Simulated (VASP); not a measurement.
# I (Fmmm) in VASP: notebook

Aim: see how the results for I move with the level of theory and the settings. Levels: LDA, PBE, BLYP. Tasks: single point.

Everything below comes from runs of VASP 6.6.1. Logs are shortened: lines on timing, memory, paths and dates and some standing lists are left out, and cuts for length are marked.

### Step 1. The cell of the first run

The structure is orthorhombic, space group Fmmm (No. 69). The conventional cell has a = 4.197 Å, b = 4.529 Å, c = 7.485 Å, α = 90.00°, β = 90.00°, γ = 90.00°. Within 4.1 Å of I (site symmetry mmm) lie 4 I at 3.09 Å.

### Step 2. Single point, LDA

INCAR reads:

```
  PREC = Accurate
  ENCUT = 520
  EDIFF = 1E-6
  ISMEAR = 0
  SIGMA = 0.1
  LREAL = False
  LASPH = True
  NELM = 100
  ALGO = Normal
  ISIF = 2
  LWAVE = False
  LCHARG = False
  NBANDS = 10
```

KPOINTS reads:

```
Automatic mesh
0
Gamma
  2 2 2
  0.5 0.5 0
```

POSCAR reads:

```
I
1.0
    0.0000000000      2.2643380122      3.7424746264
    2.0984037086      0.0000000000      3.7424746264
    2.0984037086      2.2643380122      0.0000000000
I
1
Direct
    0.0000000000      0.0000000000      0.0000000000
```

Potentials or basis: VASP PAW LDA potentials, release 64 (I).

The run is started by

```bash
$ cat potpaw_LDA.64/I/POTCAR > POTCAR
$ mpirun -np 1 vasp_std > vasp.out
```

OUTCAR:

```text
PREC = Accurate
   ENCUT = 520
   EDIFF = 1E-6
   ISMEAR = 0
   LREAL = False
   LASPH = True
   NELM = 100
   ISIF = 2

 ion  position               nearest neighbor table
   1  0.000  0.000  0.000-

  LATTYP: Found a face centered orthorhombic cell.
 ALAT       =     4.1968074172
 B/A-ratio  =     1.0790764441
 C/A-ratio  =     1.7834864717

  Lattice vectors:

 A1 = (   0.0000000000,   2.2643380122,   3.7424746264)
 A2 = (   2.0984037086,   0.0000000000,   3.7424746264)
 A3 = (   2.0984037086,   2.2643380122,   0.0000000000)

Analysis of symmetry for initial positions (statically):
=====================================================================
 Subroutine PRICEL returns:
 Original cell was already a primitive cell.

 Routine SETGRP: Setting up the symmetry group for a
 face centered orthorhombic supercell.

 Subroutine GETGRP returns: Found  8 space group operations
 (whereof  8 operations were pure point group operations)
 out of a pool of  8 trial point group operations.

The static configuration has the point symmetry D_2h.

Analysis of symmetry for dynamics (positions and initial velocities):
=====================================================================
 Subroutine PRICEL returns:
 Original cell was already a primitive cell.

 Routine SETGRP: Setting up the symmetry group for a
 face centered orthorhombic supercell.

 Subroutine GETGRP returns: Found  8 space group operations
 (whereof  8 operations were pure point group operations)
 out of a pool of  8 trial point group operations.

The dynamic configuration has the point symmetry D_2h.

 Subroutine INISYM returns: Found  8 space group operations
 (whereof  8 operations are pure point group operations),
 and found     1 'primitive' translations

----------------------------------------------------------------------------------------

                                     Primitive cell

  volume of cell :      35.5647

  direct lattice vectors                    reciprocal lattice vectors
     0.000000000  2.264338012  3.742474626    -0.238276361  0.220815089  0.133601440
     2.098403709  0.000000000  3.742474626     0.238276361 -0.220815089  0.133601440
     2.098403709  2.264338012  0.000000000     0.238276361  0.220815089 -0.133601440

  length of vectors
     4.374167688  4.290619355  3.087154800     0.351260975  0.351260975  0.351260975

  position of ions in fractional coordinates (direct lattice)
     0.000000000  0.000000000  0.000000000

  ion indices of the primitive-cell ions
   primitive index   ion index
                 1           1

----------------------------------------------------------------------------------------

 KPOINTS: Automatic mesh

Automatic generation of k-mesh.
 Grid dimensions read from file:
 generate k-points for:    2    2    2

 Generating k-lattice:

  Cartesian coordinates                     Fractional coordinates (reciprocal lattice)
    -0.119138181  0.110407545  0.066800720     0.500000000 -0.000000000  0.000000000
     0.119138181 -0.110407545  0.066800720    -0.000000000  0.500000000  0.000000000
     0.119138181  0.110407545 -0.066800720     0.000000000  0.000000000  0.500000000

  Length of vectors
     0.175630488  0.175630488  0.175630488

  Shift w.r.t. Gamma in fractional coordinates (k-lattice)
     0.500000000  0.500000000  0.000000000

 Subroutine IBZKPT returns following result:
 ===========================================

 Found      3 irreducible k-points:

 Following reciprocal coordinates:
            Coordinates               Weight
  0.250000  0.250000  0.000000      2.000000
 -0.250000  0.250000  0.000000      4.000000
 -0.250000  0.250000  0.500000      2.000000
   k-points           NKPTS =      3   k-points in BZ     NKDIM =      3   number of bands    NBANDS=     10
   number of dos      NEDOS =    301   number of ions     NIONS =      1
   total plane-waves  NPLWV =  27648
   dimension x,y,z NGX =    36 NGY =   32 NGZ =   24
   dimension x,y,z NGXF=    72 NGYF=   64 NGZF=   48
   ions per type =               1
   NGX,Y,Z   is equivalent  to a cutoff of  13.68, 12.40, 12.92 a.u.
   NGXF,Y,Z  is equivalent  to a cutoff of  27.36, 24.80, 25.85 a.u.
 SYSTEM =  unknown system
   PREC   = accura    normal or accurate (medium, high low for compatibility)
   ISTART =      0    job   : 0-new  1-cont  2-samecut
   ICHARG =      2    charge: 1-file 2-atom 10-const
   ISPIN  =      1    spin polarized calculation?
   LNONCOLLINEAR =      F non collinear calculations
   LSORBIT =      F    spin-orbit coupling
   LASPH  =      T    aspherical Exc in radial PAW
   ENCUT  =  520.0 eV  38.22 Ry    6.18 a.u.   8.13  7.98  5.74*2*pi/ulx,y,z
   NELM   =    100;   NELMIN=  2; NELMDL= -5     # of ELM steps
   EDIFF  = 0.1E-05   stopping-criterion for ELM
   LREAL  =      F    real-space projection
   EDIFFG = 0.1E-04   stopping-criterion for IOM
   NSW    =      0    number of steps for IOM
   IBRION =     -1    ionic relax: 0-MD 1-quasi-New 2-CG
   NFREE  =      0    steps in history (QN), initial steepest desc. (CG)
   ISIF   =      2    stress and relaxation
   ISYM   =      2    0-nonsym 1-usesym 2-fastsym
   POTIM  = 0.5000    time-step for ionic-motion
   TEBEG  =    0.0;   TEEND  =   0.0 temperature during run
   PSTRESS=    0.0 pullay stress
   NELECT =       7.0000    total number of electrons
   NUPDOWN=      -1.0000    fix difference up-down
   EMIN   =  10.00;   EMAX   =-10.00  energy-range for DOS
   EFERMI =   0.00;   METHOD = LEGACY
   ISMEAR =     0;   SIGMA  =   0.10  broadening in eV -4-tet -1-fermi 0-gaus
   EFERMI_NEDOS =   21; number of points for ismear=-14 and -15
   IALGO  =     38    algorithm
   IMIX   =      4    mixing-type and parameters
     AMIX     =   0.40;   BMIX     =  1.00
     AMIX_MAG =   1.60;   BMIX_MAG =  1.00
  volume/ion in A,a.u.               =      35.56       240.00
  Fermi-wavevector in a.u.,A,eV,Ry     =   0.952287  1.799561 12.338447  0.906850
  Thomas-Fermi vector in A             =   2.080836
   LORBIT       =      0    0 simple, 1 ext, 2 COOP (PROOUT), +10 PAW based schemes
   GGA     = CA    functional components
   LHFCALC =     F    Hartree Fock is set to
   AEXX    =    0.0000 exact exchange contribution
   IVDW    =     0    specifies the selected vdW correction
   LEPSILON=     F    determine dielectric tensor
   LRPA    =     F    only Hartree local field effects (RPA)
 non-spin polarized calculation
 Gauss-broadening in eV      SIGMA  =   0.10
  energy-cutoff  :      520.00
  volume of cell :       35.56
 maximum number of plane-waves:       970
 NGX is ok and might be reduce to    36
   NGX = 17   NGY = 15   NGZ = 11

 number of electron       7.0000000 magnetization

 Free energy of the ion-electron system (eV)
  ---------------------------------------------------
  ext. energy  EPLUGINS =         0.00000000
  ---------------------------------------------------
  free energy    TOTEN  =        -1.21005002 eV

  energy without entropy =       -1.21005002  energy(sigma->0) =       -1.21005002

 E-fermi :   6.6894     XC(G=0):  -9.1330

 val. band max:        6.1967125709   @ k =   0.2500   0.2500   0.0000
 cond. band min:       7.2032094624   @ k =  -0.2500   0.2500   0.0000
 fundamental gap:      1.0064968915
 Fermi energy:         6.6893596751

 k-point     1 :       0.2500    0.2500    0.0000
  band No.  band energies     occupation
      1      -9.6206      2.00000
      2       1.0764      2.00000
      3       5.8349      2.00000
      4       6.1967      2.00000
      5      11.9878      0.00000
      6      12.0396      0.00000
      7      12.8774      0.00000
      8      18.4712      0.00000
      9      18.7555      0.00000
     10      19.0357      0.00000

 k-point     2 :      -0.2500    0.2500    0.0000
  band No.  band energies     occupation
      1      -7.8615      2.00000
      2      -1.1912      2.00000
      3       2.6888      2.00000
      4       7.2032      0.00000
      5      10.3190      0.00000
      6      12.5988      0.00000
      7      14.4286      0.00000
      8      17.2344      0.00000
      9      17.4447      0.00000
     10      19.7665      0.00000

 k-point     3 :      -0.2500    0.2500    0.5000
  band No.  band energies     occupation
      1      -6.0868      2.00000
      2      -0.0281      2.00000
      3       0.6904      2.00000
      4       4.2521      2.00000
      5       8.3777      0.00000
      6      11.4859      0.00000
      7      12.4267      0.00000
      8      13.5845      0.00000
      9      20.4761      0.00000
     10      20.5580      0.00000

------------------------ aborting loop because EDIFF is reached ----------------------------------------

  FORCE on cell =-STRESS in cart. coord.  units (eV):
  Direction    XX          YY          ZZ          XY          YZ          ZX
  --------------------------------------------------------------------------------------
  -------------------------------------------------------------------------------------
  Total        4.7111678      2.4179913     -2.0070682     -0.0000000      0.0000000      0.0000000
  in kB      212.2364592    108.9296611    -90.4177208     -0.0000000      0.0000000      0.0000000
  external PRESSURE =      76.9161332 kB  Pullay stress =       0.0000000 kB

 VOLUME and BASIS-vectors are now :
 -----------------------------------------------------------------------------
  energy-cutoff  :      520.00
  volume of cell :       35.56
      direct lattice vectors                 reciprocal lattice vectors
     0.000000000  2.264338012  3.742474626    -0.238276361  0.220815089  0.133601440
     2.098403709  0.000000000  3.742474626     0.238276361 -0.220815089  0.133601440
     2.098403709  2.264338012  0.000000000     0.238276361  0.220815089 -0.133601440

 POSITION                                       TOTAL-FORCE (eV/Angst)
 -----------------------------------------------------------------------------------
      0.00000      0.00000      0.00000         0.000000      0.000000      0.000000
 -----------------------------------------------------------------------------------
    total drift:                                0.000000      0.000000      0.000000

  FREE ENERGIE OF THE ION-ELECTRON SYSTEM (eV)
  ---------------------------------------------------
  free  energy   TOTEN  =        -1.2100500203 eV

  energy  without entropy=       -1.2100500203  energy(sigma->0) =       -1.21005002
```

Wall time 1.7 s (1 thread of Intel Xeon 6975P-C (Granite Rapids), shared host); peak memory 0.14 GiB.

Results:

| Item | Value |
| --- | --- |
| Free energy | -1.2101 eV |
| Pressure | 7.7 GPa |

Caveat: the k points lie up to 1.10 Å⁻¹ apart; spin-orbit coupling is left out, which moves the levels of the heavy elements; an odd number of electrons without spin polarisation forces a metal; a magnetic or distorted state may lie lower.

(Continued in part 2 of 3.)
